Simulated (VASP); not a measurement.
# LiSi2N2 (Cmmm) in VASP: notebook

LiSi2N2 is run at these levels: PBE; tasks: single point.

All numbers are computed with VASP 6.6.1; they aren't measurements. Logs are shortened: lines on timing, memory, paths and dates and some standing lists are left out, and cuts for length are marked.

## (1) The cell of the first run

The structure is orthorhombic, space group Cmmm (No. 65). The conventional cell has a = 4.481 Å, b = 7.170 Å, c = 4.564 Å, α = 90.00°, β = 90.00°, γ = 90.00°. Li (site symmetry mmm) has 6 Si at 2.30 to 2.58 Å within 3.0 Å. Si (site symmetry m2m) has 3 Li at 2.30 to 2.58 Å and 3 Si at 2.46 to 2.58 Å and 4 N at 2.59 Å within 3.0 Å. Within 3.0 Å of N (site symmetry 2/m) lie 2 N at 2.24 Å and 4 Si at 2.59 Å.

## (2) Single point, PBE, collinear spin, ferromagnetic start

File INCAR:

```
SYSTEM = LiSi2N2
  ALGO = Normal
  EDIFF = 1E-6
  ENCUT = 750
  GGA = PE
  GGA_COMPAT = .FALSE.
  ISIF = 2
  ISMEAR = 0
  ISPIN = 2
  LASPH = .TRUE.
  LCHARG = .TRUE.
  LELF = .TRUE.
  LORBIT = 11
  LREAL = .FALSE.
  LVHAR = .TRUE.
  LWAVE = .FALSE.
  MAGMOM = 0 0 0 1 1
  NBANDS = 22
  NELM = 200
  PREC = Accurate
  SIGMA = 0.1
```

File KPOINTS:

```
k-points
0
G
  4 4 4
  0 0 0
```

File POSCAR:

```
LiSi2N2
1.0
    2.2407377000     -3.5847832800      0.0000000000
    2.2407377000      3.5847832800      0.0000000000
    0.0000000000      0.0000000000      4.5641813600
Li Si N
1 2 2
Direct
    0.5000000000      0.5000000000      0.0000000000
    0.1796054700      0.8203945300      0.0000000000
    0.8203945300      0.1796054700      0.0000000000
    0.0000000000      0.5000000000      0.5000000000
    0.5000000000      0.0000000000      0.5000000000
```

Potentials or basis: VASP PAW PBE potentials, release 64 (Li_sv, Si, N).

Started as:

```console
> cat potpaw_PBE.64/Li_sv/POTCAR potpaw_PBE.64/Si/POTCAR potpaw_PBE.64/N/POTCAR > POTCAR
> mpirun -np 1 vasp_std > vasp.out
```

OUTCAR:

```text
SYSTEM = LiSi2N2
   EDIFF = 1E-6
   ENCUT = 750
   GGA = PE
   ISIF = 2
   ISMEAR = 0
   ISPIN = 2
   LASPH = .TRUE.
   LORBIT = 11
   LREAL = .FALSE.
   NELM = 200
   PREC = Accurate

 ion  position               nearest neighbor table
   1  0.500  0.500  0.000-   2 2.30   3 2.30   2 2.58   3 2.58   2 2.58   3 2.58
   2  0.180  0.820  0.000-   1 2.30   3 2.46   3 2.46   3 2.58   1 2.58   1 2.58
   3  0.820  0.180  0.000-   1 2.30   2 2.46   2 2.46   2 2.58   1 2.58   1 2.58
   4  0.000  0.500  0.500-
   5  0.500  0.000  0.500-

  LATTYP: Found a base centered orthorhombic cell.
 ALAT       =     4.4814754000
 B/A-ratio  =     1.5998228084
 C/A-ratio  =     1.0184550740

  Lattice vectors:

 A1 = (   2.2407377000,  -3.5847832800,   0.0000000000)
 A2 = (   2.2407377000,   3.5847832800,   0.0000000000)
 A3 = (   0.0000000000,   0.0000000000,   4.5641813600)

Analysis of symmetry for initial positions (statically):
=====================================================================
 Subroutine PRICEL returns:
 Original cell was already a primitive cell.

 Routine SETGRP: Setting up the symmetry group for a
 base centered orthorhombic supercell.

 Subroutine GETGRP returns: Found  8 space group operations
 (whereof  8 operations were pure point group operations)
 out of a pool of  8 trial point group operations.

The static configuration has the point symmetry D_2h.

Analysis of symmetry for dynamics (positions and initial velocities):
=====================================================================
 Subroutine PRICEL returns:
 Original cell was already a primitive cell.

 Routine SETGRP: Setting up the symmetry group for a
 base centered orthorhombic supercell.

 Subroutine GETGRP returns: Found  8 space group operations
 (whereof  8 operations were pure point group operations)
 out of a pool of  8 trial point group operations.

The dynamic configuration has the point symmetry D_2h.

Analysis of structural, dynamic, and magnetic symmetry:
=====================================================================
 Subroutine PRICEL returns:
 Original cell was already a primitive cell.

 Routine SETGRP: Setting up the symmetry group for a
 base centered orthorhombic supercell.

 Subroutine GETGRP returns: Found  8 space group operations
 (whereof  8 operations were pure point group operations)
 out of a pool of  8 trial point group operations.

The overall configuration has the point symmetry D_2h.

 Subroutine INISYM returns: Found  8 space group operations
 (whereof  8 operations are pure point group operations),
 and found     1 'primitive' translations

----------------------------------------------------------------------------------------

                                     Primitive cell

  volume of cell :      73.3241

  direct lattice vectors                    reciprocal lattice vectors
     2.240737700 -3.584783280  0.000000000     0.223140799 -0.139478446  0.000000000
     2.240737700  3.584783280  0.000000000     0.223140799  0.139478446  0.000000000
     0.000000000  0.000000000  4.564181360     0.000000000  0.000000000  0.219097341

  length of vectors
     4.227478753  4.227478753  4.564181360     0.263146448  0.263146448  0.219097341

  position of ions in fractional coordinates (direct lattice)
     0.500000000  0.500000000  0.000000000
     0.179605470  0.820394530  0.000000000
     0.820394530  0.179605470  0.000000000
     0.000000000  0.500000000  0.500000000
     0.500000000  0.000000000  0.500000000

  ion indices of the primitive-cell ions
   primitive index   ion index
                 1           1
                 2           2
                 3           3
                 4           4
                 5           5

----------------------------------------------------------------------------------------

 KPOINTS: k-points

Automatic generation of k-mesh.
 Grid dimensions read from file:
 generate k-points for:    4    4    4

 Generating k-lattice:

  Cartesian coordinates                     Fractional coordinates (reciprocal lattice)
     0.055785200 -0.034869611  0.000000000     0.250000000  0.000000000  0.000000000
     0.055785200  0.034869611  0.000000000     0.000000000  0.250000000  0.000000000
     0.000000000  0.000000000  0.054774335     0.000000000  0.000000000  0.250000000

  Length of vectors
     0.065786612  0.065786612  0.054774335

  Shift w.r.t. Gamma in fractional coordinates (k-lattice)
     0.000000000  0.000000000  0.000000000

 Subroutine IBZKPT returns following result:
 ===========================================

 Found     21 irreducible k-points:

 Following reciprocal coordinates:
            Coordinates               Weight
  0.000000  0.000000  0.000000      1.000000
  0.250000  0.000000  0.000000      4.000000
  0.500000  0.000000  0.000000      2.000000
  0.250000  0.250000  0.000000      2.000000
  0.500000  0.250000  0.000000      4.000000
 -0.250000  0.250000  0.000000      2.000000
[... 13 lines left out ...]
 -0.250000  0.250000  0.500000      2.000000
  0.500000  0.500000  0.500000      1.000000
   k-points           NKPTS =     21   k-points in BZ     NKDIM =     21   number of bands    NBANDS=     22
   number of dos      NEDOS =    301   number of ions     NIONS =      5
   total plane-waves  NPLWV =  67200
   dimension x,y,z NGX =    40 NGY =   40 NGZ =   42
   dimension x,y,z NGXF=    80 NGYF=   80 NGZF=   84
   ions per type =               1   2   2
   NGX,Y,Z   is equivalent  to a cutoff of  15.73, 15.73, 15.30 a.u.
   NGXF,Y,Z  is equivalent  to a cutoff of  31.46, 31.46, 30.60 a.u.
 SYSTEM =  LiSi2N2
   PREC   = accura    normal or accurate (medium, high low for compatibility)
   ISTART =      0    job   : 0-new  1-cont  2-samecut
   ICHARG =      2    charge: 1-file 2-atom 10-const
   ISPIN  =      2    spin polarized calculation?
   LNONCOLLINEAR =      F non collinear calculations
   LSORBIT =      F    spin-orbit coupling
   LASPH  =      T    aspherical Exc in radial PAW
   ENCUT  =  750.0 eV  55.12 Ry    7.42 a.u.   9.44  9.44 10.19*2*pi/ulx,y,z
   NELM   =    200;   NELMIN=  2; NELMDL= -5     # of ELM steps
   EDIFF  = 0.1E-05   stopping-criterion for ELM
   LREAL  =      F    real-space projection
   EDIFFG = 0.1E-04   stopping-criterion for IOM
   NSW    =      0    number of steps for IOM
   IBRION =     -1    ionic relax: 0-MD 1-quasi-New 2-CG
   NFREE  =      0    steps in history (QN), initial steepest desc. (CG)
   ISIF   =      2    stress and relaxation
   ISYM   =      2    0-nonsym 1-usesym 2-fastsym
   POTIM  = 0.5000    time-step for ionic-motion
   TEBEG  =    0.0;   TEEND  =   0.0 temperature during run
   PSTRESS=    0.0 pullay stress
   NELECT =      21.0000    total number of electrons
   NUPDOWN=      -1.0000    fix difference up-down
   EMIN   =  10.00;   EMAX   =-10.00  energy-range for DOS
   EFERMI =   0.00;   METHOD = LEGACY
   ISMEAR =     0;   SIGMA  =   0.10  broadening in eV -4-tet -1-fermi 0-gaus
   EFERMI_NEDOS =   21; number of points for ismear=-14 and -15
   IALGO  =     38    algorithm
   IMIX   =      4    mixing-type and parameters
     AMIX     =   0.40;   BMIX     =  1.00
     AMIX_MAG =   1.60;   BMIX_MAG =  1.00
  volume/ion in A,a.u.               =      14.66        98.96
  Fermi-wavevector in a.u.,A,eV,Ry     =   1.079110  2.039222 15.843686  1.164478
  Thomas-Fermi vector in A             =   2.215066
   LORBIT       =     11    0 simple, 1 ext, 2 COOP (PROOUT), +10 PAW based schemes
   GGA     = PE    functional components
   LHFCALC =     F    Hartree Fock is set to
   AEXX    =    0.0000 exact exchange contribution
   IVDW    =     0    specifies the selected vdW correction
   LEPSILON=     F    determine dielectric tensor
   LRPA    =     F    only Hartree local field effects (RPA)
 spin polarized calculation
 Gauss-broadening in eV      SIGMA  =   0.10
  energy-cutoff  :      750.00
  volume of cell :       73.32
 maximum number of plane-waves:      3436
 NGX is ok and might be reduce to    40
   NGX = 19   NGY = 19   NGZ = 21

 number of electron      20.9999997 magnetization       1.3498725

 Free energy of the ion-electron system (eV)
  ---------------------------------------------------
  ext. energy  EPLUGINS =         0.00000000
  ---------------------------------------------------
  free energy    TOTEN  =       -21.23869384 eV

  energy without entropy =      -21.22465296  energy(sigma->0) =      -21.23167340

 E-fermi :   3.9526     XC(G=0):  -9.5301

 val. band max:        3.9295885114   @ k =   0.5000   0.5000   0.0000
 cond. band min:       3.9652703015   @ k =   0.5000   0.5000   0.2500
 fundamental gap:      0.0356817901
 Fermi energy:         3.9526059936

 spin component 1

 k-point     1 :       0.0000    0.0000    0.0000
  band No.  band energies     occupation
      1     -42.3843      1.00000
      2     -10.9256      1.00000
      3      -7.5206      1.00000
      4      -5.3663      1.00000
      5      -1.3652      1.00000
      6      -1.0132      1.00000
[... 498 lines left out ...]
      5      -2.7789      1.00000
      6      -1.0776      1.00000
[... 14 lines left out ...]
     21      12.6758      0.00000
     22      17.1519      0.00000
 Fermi energy:         3.9526059936

 spin component 2

 k-point     1 :       0.0000    0.0000    0.0000
  band No.  band energies     occupation
      1     -42.3909      1.00000
      2     -10.1480      1.00000
      3      -6.4175      1.00000
      4      -5.1579      1.00000
      5      -1.0080      1.00000
      6      -0.5514      1.00000
[... 499 lines left out ...]
      6      -0.9283      1.00000
[... 14 lines left out ...]
     21      12.6446      0.00000
     22      17.1566      0.00000

------------------------ aborting loop because EDIFF is reached ----------------------------------------

  FORCE on cell =-STRESS in cart. coord.  units (eV):
  Direction    XX          YY          ZZ          XY          YZ          ZX
  --------------------------------------------------------------------------------------
  -------------------------------------------------------------------------------------
  Total       -4.1944086      2.9622123    -14.0928969     -0.0000000      0.0000000      0.0000000
  in kB      -91.6504297     64.7261765   -307.9385360     -0.0000000      0.0000000      0.0000000
  external PRESSURE =    -111.6209297 kB  Pullay stress =       0.0000000 kB

 VOLUME and BASIS-vectors are now :
 -----------------------------------------------------------------------------
  energy-cutoff  :      750.00
  volume of cell :       73.32
      direct lattice vectors                 reciprocal lattice vectors
     2.240737700 -3.584783280  0.000000000     0.223140799 -0.139478446  0.000000000
     2.240737700  3.584783280  0.000000000     0.223140799  0.139478446  0.000000000
     0.000000000  0.000000000  4.564181360     0.000000000  0.000000000  0.219097341

 POSITION                                       TOTAL-FORCE (eV/Angst)
 -----------------------------------------------------------------------------------
      2.24074      0.00000      0.00000         0.000000      0.000000     -0.000000
      2.24074      2.29709      0.00000        -0.000000      1.141813     -0.000000
      2.24074     -2.29709      0.00000        -0.000000     -1.141813      0.000000
      1.12037      1.79239      2.28209        -0.000000      0.000000     -0.000000
      1.12037     -1.79239      2.28209        -0.000000      0.000000     -0.000000
 -----------------------------------------------------------------------------------
    total drift:                                0.000000      0.000000     -0.000000

  FREE ENERGIE OF THE ION-ELECTRON SYSTEM (eV)
  ---------------------------------------------------
  free  energy   TOTEN  =       -21.2386938428 eV

  energy  without entropy=      -21.2246529567  energy(sigma->0) =      -21.23167340

 total charge

# of ion       s       p       d       tot
------------------------------------------
    1        2.036   0.080   0.000   2.116
    2        0.809   0.716   0.000   1.525
    3        0.809   0.716   0.000   1.525
    4        1.356   1.953   0.000   3.310
    5        1.356   1.953   0.000   3.310
--------------------------------------------------
tot          6.366   5.419   0.000  11.785

 magnetization (x)

# of ion       s       p       d       tot
------------------------------------------
    1       -0.001  -0.001   0.000  -0.002
    2        0.004  -0.015   0.000  -0.011
    3        0.004  -0.015   0.000  -0.011
    4        0.016   0.497   0.000   0.513
    5        0.016   0.497   0.000   0.513
--------------------------------------------------
tot          0.037   0.964   0.000   1.001
```

It took 71 s on 1 thread of AMD EPYC 9R45 (Zen 5), shared host; peak memory 0.31 GiB.

Results:

- Free energy: -21.2387 eV
- Pressure: -11.2 GPa
- Largest force: 1.142 eV/Å
- Net moment: 1.35 μB per cell
- Site moments: Li -0.00; Si -0.01; N +0.51 μB
- Valence electrons inside the program's atomic spheres: Li 2.12; Si 1.52; N 3.31

Forces in eV/Å, atoms in the order of the input:
```
Li   0.000  0.000  0.000
Si   0.000  1.142  0.000
Si   0.000 -1.142  0.000
N    0.000  0.000  0.000
N    0.000  0.000  0.000
```

Caveat: the k points lie up to 0.41 Å⁻¹ apart; forces of over 1 eV/Å act on the atoms, so gaps and moduli don't describe the material at rest.

(Part 1 of 2 ends here.)
